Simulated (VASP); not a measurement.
# Zn (Pm-3m) in VASP: a series of runs, part 2 of 2

VASP 6.6.1. Earlier steps stand in the parts before.

## Step 5: Relaxation of cell and atoms, PBE, target pressure 10 GPa, at which the enthalpy is minimised

This run uses another cell than the first one, of 16.78 Å³/atom.

INCAR reads:

```
SYSTEM = Zn
PREC     = Accurate       ! precision mode
ENCUT    = 600            ! plane-wave cutoff, eV
EDIFF    = 1E-7           ! SCF threshold, eV
ISMEAR   = 0              ! smearing method
SIGMA    = 0.05           ! smearing width, eV
LREAL    = .False.        ! projectors in reciprocal space
LASPH    = .True.         ! aspherical terms in the spheres
NELM     = 60             ! most SCF steps
ALGO     = Normal         ! electronic algorithm
ISIF     = 3              ! what is computed and relaxed
LWAVE    = .False.        ! write WAVECAR
LCHARG   = .False.        ! write CHGCAR
GGA      = PE             ! functional
IBRION   = 2              ! ionic algorithm
NSW      = 80             ! ionic steps
EDIFFG   = -0.01          ! ionic threshold
PSTRESS  = 100.0
```

KPOINTS reads:

```
regular mesh
0
Gamma
  16 16 16
  0 0 0
```

POSCAR reads:

```
Zn
1.0
    2.5600000000      0.0000000000      0.0000000000
    0.0000000000      2.5600000000      0.0000000000
    0.0000000000      0.0000000000      2.5600000000
Zn
1
Direct
    0.0000000000      0.0000000000      0.0000000000
```

Run with:

```console
> cat potpaw_PBE.64/Zn/POTCAR > POTCAR
> mpirun -np 1 vasp_std > vasp.out
```

It took 55 s on 1 thread of Intel Xeon 8259CL, shared host; peak memory 0.15 GiB.

Results (log left out):

- Free energy: -0.8168 eV
- Relaxed volume: 15.79 Å³/atom
- Relaxed cell: a = 2.509 Å, b = 2.509 Å, c = 2.509 Å, α = 90.00°, β = 90.00°, γ = 90.00°
- Space group after relaxing (to 0.1 Å): Pm-3m (No. 221)
- Energy change on relaxing (the run minimises the enthalpy): +45.0 meV/atom
- Ionic steps: 3
- Pressure after relaxing: 10.0 GPa
- Band gap on the k mesh: zero (bands 6 and 7 overlap by 8.87 eV)

Step by step:
```tsv
step	energy change (eV)	largest force (eV/Å)	pressure (GPa)	volume (Å³)
1	0.0000	0.0000	4.93	16.78
2	0.0634	0.0000	11.74	15.52
3	0.0450	0.0000	10.04	15.79
```

Final structure:
```cif
data_structure
_symmetry_space_group_name_H-M 'P 1'
_symmetry_Int_Tables_number 1
_cell_length_a 2.5089
_cell_length_b 2.5089
_cell_length_c 2.5089
_cell_angle_alpha 90.000
_cell_angle_beta 90.000
_cell_angle_gamma 90.000
_cell_volume 15.79
loop_
_atom_site_label
_atom_site_type_symbol
_atom_site_fract_x
_atom_site_fract_y
_atom_site_fract_z
_atom_site_occupancy
Zn1 Zn 0.00000 0.00000 0.00000 1
```

Levels at points of the mesh, in eV from the Fermi level:
| k point | band 3 | band 4 | band 5 | band 6 | band 7 | band 8 | band 9 | band 10 |
| --- | --- | --- | --- | --- | --- | --- | --- | --- |
| (0.00, 0.00, 0.00) | -8.39 | -6.91 | -6.91 | -6.91 | 13.39 | 13.39 | 13.39 | 16.40 |
| (0.50, 0.00, 0.00) | -7.34 | -7.34 | -6.87 | -3.39 | -2.81 | 18.60 | 18.60 | 20.56 |
| (0.50, 0.50, 0.00) | -7.27 | -7.27 | -6.57 | 1.33 | 1.33 | 3.37 | 6.41 | 24.52 |
| (0.50, 0.50, 0.50) | -8.08 | -6.55 | -6.55 | 6.06 | 6.06 | 6.06 | 11.26 | 11.36 |

Caveat: the cell is relaxed towards a set pressure, so the run minimises the enthalpy, not the energy.

## Step 6: Relaxation of cell and atoms, PBE, target pressure 20 GPa, at which the enthalpy is minimised

This run uses another cell than the first one, of 16.78 Å³/atom.

INCAR reads:

```
  PREC = Accurate
  ENCUT = 600
  EDIFF = 1E-7
  ISMEAR = 0
  SIGMA = 0.05
  LREAL = False
  LASPH = True
  NELM = 60
  ALGO = Normal
  ISIF = 3
  LWAVE = False
  LCHARG = False
  GGA = PE
  IBRION = 2
  NSW = 80
  EDIFFG = -0.01
  PSTRESS = 200.0
```

KPOINTS reads:

```
regular mesh
0
Gamma
  16 16 16
```

POSCAR is that of step 5.

Potentials or basis: VASP PAW PBE potentials, release 64 (Zn).

Run with:

```console
> cat potpaw_PBE.64/Zn/POTCAR > POTCAR
> mpirun -np 1 vasp_std > vasp.out
```

Run time: 97 s. Hardware: 1 thread of Intel Xeon 8259CL, shared host; peak memory 0.16 GiB.

Results (log left out):

```yaml
Free_energy: -0.6976 eV
Relaxed_volume: 14.49 Å³/atom
Relaxed_cell: a = 2.438 Å, b = 2.438 Å, c = 2.438 Å, α = 90.00°, β = 90.00°, γ = 90.00°
Space_group_after_relaxing_to_0.1_Å: Pm-3m (No. 221)
Energy_change_on_relaxing_the_run_minimises_the_enthalpy: +164.2 meV/atom
Ionic_steps: 6
Pressure_after_relaxing: 20.0 GPa
Band_gap_on_the_k_mesh: zero (bands 6 and 7 overlap by 9.17 eV)
```

Step by step:
```tsv
step	energy change (eV)	largest force (eV/Å)	pressure (GPa)	volume (Å³)
1	0.0000	0.0000	4.93	16.78
2	0.3756	0.0000	34.99	13.23
3	0.1623	0.0000	19.87	14.50
4	0.1677	0.0000	20.28	14.46
5	0.1615	0.0000	19.81	14.51
6	0.1642	0.0000	20.01	14.49
```

Final structure:
```
Zn
1.0
     2.43778    0.00000    0.00000
     0.00000    2.43778    0.00000
     0.00000    0.00000    2.43778
Zn
1
Cartesian
  0.0000 0.0000 0.0000
```

Levels at points of the mesh, in eV from the Fermi level:
| k point | band 4 | band 5 | band 6 | band 7 | band 8 | band 9 |
| --- | --- | --- | --- | --- | --- | --- |
| (0.00, 0.00, 0.00) | -7.06 | -7.06 | -7.06 | 14.13 | 14.13 | 14.13 |
| (0.50, 0.00, 0.00) | -7.57 | -7.02 | -3.85 | -2.75 | 19.86 | 19.86 |
| (0.50, 0.50, 0.00) | -7.48 | -6.67 | 1.26 | 1.26 | 3.96 | 6.56 |
| (0.50, 0.50, 0.50) | -6.64 | -6.64 | 6.41 | 6.41 | 6.41 | 11.43 |

Caveat: the cell is relaxed towards a set pressure, so the run minimises the enthalpy, not the energy.

## Step 7: Relaxation of cell and atoms, PBE, target pressure 30 GPa, at which the enthalpy is minimised

This run uses another cell than the first one, of 16.78 Å³/atom.

INCAR reads:

```
  PREC = Accurate
  ENCUT = 600
  EDIFF = 1E-7
  ISMEAR = 0
  SIGMA = 0.05
  LREAL = F
  LASPH = T
  NELM = 60
  ALGO = Normal
  ISIF = 3
  LWAVE = F
  LCHARG = F
  GGA = PE
  IBRION = 2
  NSW = 80
  EDIFFG = -0.01
  PSTRESS = 300.0
```

KPOINTS reads:

```
Automatic mesh
0
Gamma
  16 16 16
```

POSCAR is that of step 6.

Run with:

```console
> cat potpaw_PBE.64/Zn/POTCAR > POTCAR
> mpirun -np 1 vasp_std > vasp.out
```

Run time: 2.1 min. Hardware: 1 thread of Intel Xeon 8259CL, shared host; peak memory 0.16 GiB.

Results (log left out):

| Item | Value |
| --- | --- |
| Free energy | -0.5586 eV |
| Relaxed volume | 13.59 Å³/atom |
| Relaxed cell | a = 2.386 Å, b = 2.386 Å, c = 2.386 Å, α = 90.00°, β = 90.00°, γ = 90.00° |
| Space group after relaxing (to 0.1 Å) | Pm-3m (No. 221) |
| Energy change on relaxing (the run minimises the enthalpy) | +303.2 meV/atom |
| Ionic steps | 7 |
| Pressure after relaxing | 30.0 GPa |
| Band gap on the k mesh | zero (bands 6 and 7 overlap by 9.40 eV) |

The path:
| step | energy change (eV) | largest force (eV/Å) | pressure (GPa) | volume (Å³) |
| --- | --- | --- | --- | --- |
| 1 | 0.0000 | 0.0000 | 4.93 | 16.78 |
| 2 | 1.0805 | 0.0000 | 80.92 | 11.18 |
| 3 | 0.2840 | 0.0000 | 28.68 | 13.69 |
| 4 | 0.2991 | 0.0000 | 29.74 | 13.61 |
| 5 | 0.3102 | 0.0000 | 30.50 | 13.55 |
| 6 | 0.2959 | 0.0000 | 29.51 | 13.63 |
| 7 | 0.3032 | 0.0000 | 30.02 | 13.59 |

Final structure:
```cif
data_structure
_symmetry_space_group_name_H-M 'P 1'
_symmetry_Int_Tables_number 1
_cell_length_a 2.3862
_cell_length_b 2.3862
_cell_length_c 2.3862
_cell_angle_alpha 90.000
_cell_angle_beta 90.000
_cell_angle_gamma 90.000
_cell_volume 13.59
loop_
_atom_site_label
_atom_site_type_symbol
_atom_site_fract_x
_atom_site_fract_y
_atom_site_fract_z
_atom_site_occupancy
Zn1 Zn 0.00000 0.00000 0.00000 1
```

Levels at points of the mesh, in eV from the Fermi level:
| k point | band 3 | band 4 | band 5 | band 6 | band 7 | band 8 | band 9 | band 10 |
| --- | --- | --- | --- | --- | --- | --- | --- | --- |
| (0.00, 0.00, 0.00) | -9.08 | -7.15 | -7.15 | -7.15 | 14.74 | 14.74 | 14.74 | 17.90 |
| (0.50, 0.00, 0.00) | -7.73 | -7.73 | -7.11 | -4.17 | -2.67 | 20.87 | 20.87 | 21.87 |
| (0.50, 0.50, 0.00) | -7.62 | -7.62 | -6.72 | 1.24 | 1.24 | 4.47 | 6.71 | 27.55 |
| (0.50, 0.50, 0.50) | -8.71 | -6.69 | -6.69 | 6.73 | 6.73 | 6.73 | 11.57 | 12.21 |

Caveat: the cell is relaxed towards a set pressure, so the run minimises the enthalpy, not the energy; the volume moved by over 15 % at a fixed basis, so the end points are rough.

## Step 8: Summary

```tsv
task	cell	cutoff (eV)	gap on the mesh (eV)	pressure (GPa)
single point	a = 2.506 Å, 1 atom	520	none	10.3
single point	a = 2.631 Å, 1 atom	520	none	0.2
relaxation of cell and atoms	relaxed from a = 2.560 Å, 1 atom	600	none	0.0
relaxation of cell and atoms	relaxed to 10 GPa from a = 2.560 Å, 1 atom	600	none	10.0
relaxation of cell and atoms	relaxed to 20 GPa from a = 2.560 Å, 1 atom	600	none	20.0
relaxation of cell and atoms	relaxed to 30 GPa from a = 2.560 Å, 1 atom	600	none	30.0
```

Alike in all rows: level PBE; potentials or basis VASP PAW PBE potentials, release 64 (Zn); no spin polarisation; k mesh 16 × 16 × 16; smearing gaussian 0.05 eV.

Caveats: the cell is relaxed towards a set pressure, so the run minimises the enthalpy, not the energy (at least some runs); the cell stands under pressure (at least some runs); the volume moved by over 15 % at a fixed basis, so the end points are rough (at least some runs).

Absolute energies hang on the potentials; compare differences alone.
